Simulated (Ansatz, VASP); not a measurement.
**Two plane-wave programs on Lu3TlSe5**

```
Lu Tl Se
1.0
     9.02201    0.00000    0.00000
    -4.51100    7.81329    0.00000
     0.00000    0.00000    3.70396
Lu Tl Se
3 1 5
Direct
  0.47501 0.00000 0.00000
  0.00000 0.47501 0.00000
  0.52499 0.52499 0.00000
  0.00000 0.00000 0.00000
  0.26433 0.00000 0.50000
  0.00000 0.26433 0.50000
  0.73567 0.73567 0.50000
  0.33333 0.66667 0.50000
  0.66667 0.33333 0.50000
```

Change from the starting cell: species swapped into the Tm3Ga5Ni type (P-62m, No. 189).

Alike in both runs: functional PBE; k mesh 3 × 3 × 4; occupations gaussian, width 0.1 eV; no spin polarisation.

Ansatz relaxed the structure, and its values are those at the end. VASP's run is a single point on that final structure, the one shown.

|  | VASP | Ansatz |
| --- | --- | --- |
| version | VASP 6.6.1 | Ansatz 0.2.0 |
| potentials or method | VASP PAW PBE potentials, release 64 (Lu, Tl_d, Se), cutoff 520 eV | scalar-relativistic, plane waves, PAW |
| valence electrons in the cell | 118 | 168 |

|  | VASP | Ansatz | Ansatz less VASP |
| --- | --- | --- | --- |
| gap on the k mesh at the Fermi level (eV) | 0.59 | 0.59 | +0.002 |
| least direct gap on the mesh (eV) | 0.78 | 0.78 | +0.002 |
| pressure (GPa) | 0.1 | 0.0 | -0.13 |
| rms of the force components (eV/Å) | 0.024 | 0.001 | -0.0230 |

VASP's potentials hold 118 valence electrons a cell and Ansatz's 168, so a difference there can come from the potentials and not from the codes.

The k mesh is coarse, so the values compare programs but aren't converged. Neither program's run includes spin-orbit coupling.
